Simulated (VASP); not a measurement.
# Ir2Pt in VASP: notebook

Runs on Ir2Pt. Level: PBE. Tasks: single point, relaxation of cell and atoms.

All numbers are computed with VASP 6.6.1; they aren't measurements. Logs are shortened: lines on timing, memory, paths and dates and some standing lists are left out, and cuts for length are marked.

### Step 1. The cell of the first run

The structure is hexagonal, space group P6/mmm (No. 191). The conventional cell has a = 4.413 Å, b = 4.413 Å, c = 2.726 Å, α = 90.00°, β = 90.00°, γ = 120.00°. Within 3.4 Å of Ir (site symmetry -6m2) lie 5 Ir at 2.55 to 2.73 Å and 6 Pt at 2.89 Å. Within 3.6 Å of Pt (site symmetry 6/mmm) lie 2 Pt at 2.73 Å and 12 Ir at 2.89 Å.

### Step 2. Single point, PBE

The input, INCAR:

```
PREC     = Accurate       # precision mode
ENCUT    = 500            # plane-wave cutoff, eV
EDIFF    = 1E-6           # SCF threshold, eV
ISMEAR   = 0              # smearing method
SIGMA    = 0.2            # smearing width, eV
LREAL    = F              # projectors in reciprocal space
LASPH    = T              # aspherical terms in the spheres
NELM     = 120            # most SCF steps
ALGO     = Normal         # electronic algorithm
ISIF     = 2              # what is computed and relaxed
LWAVE    = F              # write WAVECAR
LCHARG   = F              # write CHGCAR
GGA      = PE             # functional
NBANDS   = 37             # bands
GGA_COMPAT= F
```

The input, KPOINTS:

```
Automatic mesh
0
Gamma
  6 6 4
```

The input, POSCAR:

```
Ir2Pt
1.0
    4.4134194356      0.0000000000      0.0000000000
   -2.2067097178      3.8221333488      0.0000000000
    0.0000000000      0.0000000000      5.4522491277
Ir Pt
4 2
Direct
    0.3333333333      0.6666666667      0.2500000000
    0.3333333333      0.6666666667      0.7500000000
    0.6666666667      0.3333333333      0.2500000000
    0.6666666667      0.3333333333      0.7500000000
    0.0000000000      0.0000000000      0.0000000000
    0.0000000000      0.0000000000      0.5000000000
```

Potentials or basis: VASP PAW PBE potentials, release 64 (Ir, Pt).

Command:

```
cat potpaw_PBE.64/Ir/POTCAR potpaw_PBE.64/Pt/POTCAR > POTCAR
mpirun -np 1 vasp_std > vasp.out
```

OUTCAR:

```text
PREC = Accurate
   ENCUT = 500
   EDIFF = 1E-6
   ISMEAR = 0
   LREAL = F
   LASPH = T
   NELM = 120
   ISIF = 2
   GGA = PE

 ion  position               nearest neighbor table
   1  0.333  0.667  0.250-   3 2.55   3 2.55   3 2.55   2 2.73   2 2.73   5 2.89   6 2.89   6 2.89
                             5 2.89   6 2.89   5 2.89
   2  0.333  0.667  0.750-   4 2.55   4 2.55   4 2.55   1 2.73   1 2.73   5 2.89   6 2.89   6 2.89
                             5 2.89   6 2.89   5 2.89
   3  0.667  0.333  0.250-   1 2.55   1 2.55   1 2.55   4 2.73   4 2.73   5 2.89   6 2.89   5 2.89
                             6 2.89   5 2.89   6 2.89
   4  0.667  0.333  0.750-   2 2.55   2 2.55   2 2.55   3 2.73   3 2.73   5 2.89   6 2.89   5 2.89
                             6 2.89   5 2.89   6 2.89
   5  0.000  0.000  0.000-   6 2.73   6 2.73   3 2.89   4 2.89   1 2.89   2 2.89   3 2.89   4 2.89
                             1 2.89   2 2.89   3 2.89   4 2.89   1 2.89   2 2.89
   6  0.000  0.000  0.500-   5 2.73   5 2.73   3 2.89   4 2.89   1 2.89   2 2.89   3 2.89   4 2.89
                             1 2.89   2 2.89   3 2.89   4 2.89   1 2.89   2 2.89

  LATTYP: Found a hexagonal cell.
 ALAT       =     4.4134194356
 C/A-ratio  =     1.2353797792

  Lattice vectors:

 A1 = (   4.4134194356,   0.0000000000,   0.0000000000)
 A2 = (  -2.2067097178,   3.8221333488,   0.0000000000)
 A3 = (   0.0000000000,   0.0000000000,   5.4522491277)

Analysis of symmetry for initial positions (statically):
=====================================================================
 Subroutine PRICEL returns following result:

  LATTYP: Found a hexagonal cell.
 ALAT       =     4.4134194356
 C/A-ratio  =     0.6176898896

  Lattice vectors:

 A1 = (   4.4134194356,   0.0000000000,   0.0000000000)
 A2 = (  -2.2067097178,   3.8221333488,   0.0000000000)
 A3 = (   0.0000000000,   0.0000000000,   2.7261245639)

   2 primitive cells build up your supercell.

 Routine SETGRP: Setting up the symmetry group for a
 hexagonal supercell.

 Subroutine GETGRP returns: Found 24 space group operations
 (whereof 24 operations were pure point group operations)
 out of a pool of 24 trial point group operations.

The static configuration has the point symmetry D_6h.

Analysis of symmetry for dynamics (positions and initial velocities):
=====================================================================
 Subroutine PRICEL returns following result:

  LATTYP: Found a hexagonal cell.
 ALAT       =     4.4134194356
 C/A-ratio  =     0.6176898896

  Lattice vectors:

 A1 = (   4.4134194356,   0.0000000000,   0.0000000000)
 A2 = (  -2.2067097178,   3.8221333488,   0.0000000000)
 A3 = (   0.0000000000,   0.0000000000,   2.7261245639)

   2 primitive cells build up your supercell.

 Routine SETGRP: Setting up the symmetry group for a
 hexagonal supercell.

 Subroutine GETGRP returns: Found 24 space group operations
 (whereof 24 operations were pure point group operations)
 out of a pool of 24 trial point group operations.

The dynamic configuration has the point symmetry D_6h.

 Subroutine INISYM returns: Found 24 space group operations
 (whereof 24 operations are pure point group operations),
 and found     2 'primitive' translations

----------------------------------------------------------------------------------------

                                     Primitive cell

  volume of cell :      45.9861

  direct lattice vectors                    reciprocal lattice vectors
     4.413419436  0.000000000  0.000000000     0.226581682  0.130816995  0.000000000
    -2.206709718  3.822133349  0.000000000     0.000000000  0.261633990  0.000000000
     0.000000000  0.000000000  2.726124564     0.000000000  0.000000000  0.366821096

  length of vectors
     4.413419436  4.413419436  2.726124564     0.261633990  0.261633990  0.366821096

  position of ions in fractional coordinates (direct lattice)
     0.333333333  0.666666667  0.500000000
     0.666666667  0.333333333  0.500000000
     0.000000000  0.000000000  0.000000000

  ion indices of the primitive-cell ions
   primitive index   ion index
                 1           1
                 2           3
                 3           5

----------------------------------------------------------------------------------------

 KPOINTS: Automatic mesh

Automatic generation of k-mesh.
 Grid dimensions read from file:
 generate k-points for:    6    6    4

 Generating k-lattice:

  Cartesian coordinates                     Fractional coordinates (reciprocal lattice)
     0.037763614  0.021802833  0.000000000     0.166666667  0.000000000  0.000000000
     0.000000000  0.043605665  0.000000000     0.000000000  0.166666667  0.000000000
     0.000000000  0.000000000  0.045852637     0.000000000  0.000000000  0.250000000

  Length of vectors
     0.043605665  0.043605665  0.045852637

  Shift w.r.t. Gamma in fractional coordinates (k-lattice)
     0.000000000  0.000000000  0.000000000

 Subroutine IBZKPT returns following result:
 ===========================================

 Found     21 irreducible k-points:

 Following reciprocal coordinates:
            Coordinates               Weight
  0.000000  0.000000  0.000000      1.000000
  0.166667 -0.000000  0.000000      6.000000
  0.333333 -0.000000  0.000000      6.000000
  0.500000 -0.000000  0.000000      3.000000
  0.166667  0.166667  0.000000      6.000000
  0.333333  0.166667  0.000000     12.000000
[... 13 lines left out ...]
  0.333333  0.166667  0.500000     12.000000
  0.333333  0.333333  0.500000      2.000000
   k-points           NKPTS =     21   k-points in BZ     NKDIM =     21   number of bands    NBANDS=     37
   number of dos      NEDOS =    301   number of ions     NIONS =      6
   total plane-waves  NPLWV =  40960
   dimension x,y,z NGX =    32 NGY =   32 NGZ =   40
   dimension x,y,z NGXF=    64 NGYF=   64 NGZF=   80
   ions per type =               4   2
   NGX,Y,Z   is equivalent  to a cutoff of  12.05, 12.05, 12.20 a.u.
   NGXF,Y,Z  is equivalent  to a cutoff of  24.11, 24.11, 24.39 a.u.
 SYSTEM =  unknown system
   PREC   = accura    normal or accurate (medium, high low for compatibility)
   ISTART =      0    job   : 0-new  1-cont  2-samecut
   ICHARG =      2    charge: 1-file 2-atom 10-const
   ISPIN  =      1    spin polarized calculation?
   LNONCOLLINEAR =      F non collinear calculations
   LSORBIT =      F    spin-orbit coupling
   LASPH  =      T    aspherical Exc in radial PAW
   ENCUT  =  500.0 eV  36.75 Ry    6.06 a.u.   8.05  8.05  9.94*2*pi/ulx,y,z
   NELM   =    120;   NELMIN=  2; NELMDL= -5     # of ELM steps
   EDIFF  = 0.1E-05   stopping-criterion for ELM
   LREAL  =      F    real-space projection
   EDIFFG = 0.1E-04   stopping-criterion for IOM
   NSW    =      0    number of steps for IOM
   IBRION =     -1    ionic relax: 0-MD 1-quasi-New 2-CG
   NFREE  =      0    steps in history (QN), initial steepest desc. (CG)
   ISIF   =      2    stress and relaxation
   ISYM   =      2    0-nonsym 1-usesym 2-fastsym
   POTIM  = 0.5000    time-step for ionic-motion
   TEBEG  =    0.0;   TEEND  =   0.0 temperature during run
   PSTRESS=    0.0 pullay stress
   NELECT =      56.0000    total number of electrons
   NUPDOWN=      -1.0000    fix difference up-down
   EMIN   =  10.00;   EMAX   =-10.00  energy-range for DOS
   EFERMI =   0.00;   METHOD = LEGACY
   ISMEAR =     0;   SIGMA  =   0.20  broadening in eV -4-tet -1-fermi 0-gaus
   EFERMI_NEDOS =   21; number of points for ismear=-14 and -15
   IALGO  =     38    algorithm
   IMIX   =      4    mixing-type and parameters
     AMIX     =   0.40;   BMIX     =  1.00
     AMIX_MAG =   1.60;   BMIX_MAG =  1.00
  volume/ion in A,a.u.               =      15.33       103.44
  Fermi-wavevector in a.u.,A,eV,Ry     =   1.387561  2.622109 26.195625  1.925324
  Thomas-Fermi vector in A             =   2.511770
   LORBIT       =      0    0 simple, 1 ext, 2 COOP (PROOUT), +10 PAW based schemes
   GGA     = PE    functional components
   LHFCALC =     F    Hartree Fock is set to
   AEXX    =    0.0000 exact exchange contribution
   IVDW    =     0    specifies the selected vdW correction
   LEPSILON=     F    determine dielectric tensor
   LRPA    =     F    only Hartree local field effects (RPA)
 non-spin polarized calculation
 Gauss-broadening in eV      SIGMA  =   0.20
  energy-cutoff  :      500.00
  volume of cell :       91.97
 maximum number of plane-waves:      2360
   NGX = 17   NGY = 17   NGZ = 19

 number of electron      55.9999996 magnetization

 Free energy of the ion-electron system (eV)
  ---------------------------------------------------
  ext. energy  EPLUGINS =         0.00000000
  ---------------------------------------------------
  free energy    TOTEN  =       -45.91023989 eV

  energy without entropy =      -45.75512456  energy(sigma->0) =      -45.83268223

 E-fermi :   9.7073     XC(G=0): -13.4531

 val. band max:        9.6874928515   @ k =   0.5000  -0.0000   0.0000
 cond. band min:       9.7102110950   @ k =   0.3333  -0.0000   0.2500
 fundamental gap:      0.0227182436
 Fermi energy:         9.7072939173

 k-point     1 :       0.0000    0.0000    0.0000
  band No.  band energies     occupation
      1      -0.4936      2.00000
      2       3.1179      2.00000
      3       3.3090      2.00000
      4       3.3410      2.00000
      5       3.3410      2.00000
      6       3.6539      2.00000
[... 29 lines left out ...]
     36      17.5540      0.00000
     37      17.5548      0.00000

 k-point     2 :       0.1667   -0.0000    0.0000
  band No.  band energies     occupation
      1      -0.0931      2.00000
      2       2.8048      2.00000
      3       3.2000      2.00000
      4       3.4704      2.00000
      5       3.5332      2.00000
      6       3.7356      2.00000
[... 29 lines left out ...]
     36      15.8290      0.00000
     37      17.4481      0.00000

 k-point     3 :       0.3333   -0.0000    0.0000
  band No.  band energies     occupation
      1       0.9958      2.00000
      2       2.7949      2.00000
      3       2.8214      2.00000
      4       3.4250      2.00000
      5       3.6253      2.00000
      6       3.7954      2.00000
[... 29 lines left out ...]
     36      15.9465      0.00000
     37      16.1768      0.00000

 k-point     4 :       0.5000   -0.0000    0.0000
  band No.  band energies     occupation
      1       2.1360      2.00000
      2       2.6008      2.00000
      3       2.6749      2.00000
      4       3.0494      2.00000
      5       3.2102      2.00000
      6       3.9750      2.00000
[... 29 lines left out ...]
     36      15.2164      0.00000
     37      15.6770      0.00000
[... 563 lines left out ...]
      1       1.9325      2.00000
      2       1.9325      2.00000
      3       3.6926      2.00000
      4       3.6926      2.00000
      5       4.0553      2.00000
      6       4.0553      2.00000
[... 29 lines left out ...]
     36      13.7997      0.00000
     37      17.0540      0.00000

 k-point    20 :       0.3333    0.1667    0.5000
  band No.  band energies     occupation
      1       2.8508      2.00000
      2       2.8508      2.00000
      3       3.3446      2.00000
      4       3.3446      2.00000
      5       3.8931      2.00000
      6       3.8931      2.00000
[... 29 lines left out ...]
     36      12.8444      0.00000
     37      17.9928      0.00000

 k-point    21 :       0.3333    0.3333    0.5000
  band No.  band energies     occupation
      1       3.0016      2.00000
      2       3.0016      2.00000
      3       3.7346      2.00000
      4       3.7346      2.00000
      5       3.7346      2.00000
      6       3.7346      2.00000
[... 29 lines left out ...]
     36      11.2734      0.00000
     37      19.1631      0.00000

------------------------ aborting loop because EDIFF is reached ----------------------------------------

  FORCE on cell =-STRESS in cart. coord.  units (eV):
  Direction    XX          YY          ZZ          XY          YZ          ZX
  --------------------------------------------------------------------------------------
  -------------------------------------------------------------------------------------
  Total       -0.0352975     -0.0352975      0.0823386      0.0000000      0.0000000      0.0000000
  in kB       -0.6148898     -0.6148898      1.4343565      0.0000000      0.0000000      0.0000000
  external PRESSURE =       0.0681923 kB  Pullay stress =       0.0000000 kB

 VOLUME and BASIS-vectors are now :
 -----------------------------------------------------------------------------
  energy-cutoff  :      500.00
  volume of cell :       91.97
      direct lattice vectors                 reciprocal lattice vectors
     4.413419436  0.000000000  0.000000000     0.226581682  0.130816995  0.000000000
    -2.206709718  3.822133349  0.000000000     0.000000000  0.261633990  0.000000000
     0.000000000  0.000000000  5.452249128     0.000000000  0.000000000  0.183410548

 POSITION                                       TOTAL-FORCE (eV/Angst)
 -----------------------------------------------------------------------------------
     -0.00000      2.54809      1.36306         0.000000      0.000000     -0.000000
     -0.00000      2.54809      4.08919        -0.000000      0.000000     -0.000000
      2.20671      1.27404      1.36306        -0.000000     -0.000000      0.000000
      2.20671      1.27404      4.08919         0.000000     -0.000000     -0.000000
      0.00000      0.00000      0.00000        -0.000000      0.000000     -0.000000
      0.00000      0.00000      2.72612        -0.000000      0.000000      0.000000
 -----------------------------------------------------------------------------------
    total drift:                               -0.000000      0.000000      0.000000

  FREE ENERGIE OF THE ION-ELECTRON SYSTEM (eV)
  ---------------------------------------------------
  free  energy   TOTEN  =       -45.9102398934 eV

  energy  without entropy=      -45.7551245591  energy(sigma->0) =      -45.83268223
```

It took 87 s on 1 thread of AMD EPYC 7R43 (Zen 3), shared host; peak memory 0.19 GiB.

What came out:

- Free energy: -45.9102 eV
- Pressure: 0.0 GPa
- Band gap on the k mesh: zero (bands 28 and 29 overlap by 0.85 eV)

Levels at points of the mesh, in eV from the Fermi level:
| k point | band 24 | band 25 | band 26 | band 27 | band 28 | band 29 | band 30 | band 31 | band 32 | band 33 |
| --- | --- | --- | --- | --- | --- | --- | --- | --- | --- | --- |
| (0.00, 0.00, 0.00) | -1.79 | -0.56 | -0.56 | 0.26 | 0.26 | 0.87 | 0.87 | 1.78 | 2.06 | 3.06 |
| (0.50, 0.00, 0.00) | -0.35 | -0.30 | -0.08 | -0.05 | -0.02 | 0.05 | 0.39 | 0.45 | 0.91 | 1.53 |
| (0.00, 0.00, 0.50) | -1.86 | -1.07 | -1.07 | -1.07 | -1.07 | 0.24 | 0.24 | 0.24 | 0.24 | 4.96 |
| (0.50, 0.00, 0.50) | -1.34 | -1.04 | -1.04 | -0.39 | -0.39 | -0.31 | -0.31 | 0.74 | 0.74 | 1.53 |

Caveat: spin-orbit coupling is left out, which moves the levels of the heavy elements.

### Step 3. Single point, PBE

This run uses another cell than the first one: it holds 3 atoms, not 6.

The input, INCAR:

```
ALGO = Normal ; EDIFF = 1E-6
ENCUT = 500 ; GGA = PE
GGA_COMPAT = False ; ISIF = 2
ISMEAR = 0 ; LASPH = True
LCHARG = False ; LREAL = False
LWAVE = False ; NBANDS = 21
NELM = 120 ; PREC = Accurate
SIGMA = 0.1
```

The input, KPOINTS:

```
k-points
0
Gamma
  12 12 16
```

The input, POSCAR:

```
Ir2Pt
1.0
    4.4134194356      0.0000000000      0.0000000000
   -2.2067097178      3.8221333488      0.0000000000
    0.0000000000      0.0000000000      2.7261245639
Ir Pt
2 1
Direct
    0.3333333333      0.6666666667      0.5000000000
    0.6666666667      0.3333333333      0.5000000000
    0.0000000000      0.0000000000      0.0000000000
```

Potentials or basis: VASP PAW PBE potentials, release 64 (Ir, Pt).

Command:

```
cat potpaw_PBE.64/Ir/POTCAR potpaw_PBE.64/Pt/POTCAR > POTCAR
mpirun -np 1 vasp_std > vasp.out
```

Wall time 2.5 min (1 thread of AMD EPYC 7R43 (Zen 3), shared host); peak memory 0.24 GiB.

Results (log left out):

| Item | Value |
| --- | --- |
| Free energy | -22.9025 eV |
| Pressure | 0.0 GPa |
| Band gap on the k mesh | zero (bands 14 and 15 overlap by 1.59 eV) |

Stress tensor (GPa, compression positive):
```
 0.10  0.00  0.00
 0.00  0.10  0.00
 0.00  0.00 -0.12
```

Levels at points of the mesh, in eV from the Fermi level:
```csv
k point,band 11,band 12,band 13,band 14,band 15,band 16,band 17,band 18
"(0.00, 0.00, 0.00)",-2.28,-2.28,-1.75,-1.75,0.90,0.90,5.35,7.20
"(0.50, 0.00, 0.00)",-1.52,-1.00,-0.28,-0.06,0.09,0.43,0.47,0.93
"(0.00, 0.00, 0.50)",-0.54,-0.54,0.27,0.27,1.79,2.12,3.11,8.14
"(0.50, 0.00, 0.50)",-1.76,-0.33,-0.04,0.01,1.56,2.17,3.27,5.53
```

Caveat: spin-orbit coupling is left out, which moves the levels of the heavy elements.

(Part 1 of 2 ends here.)
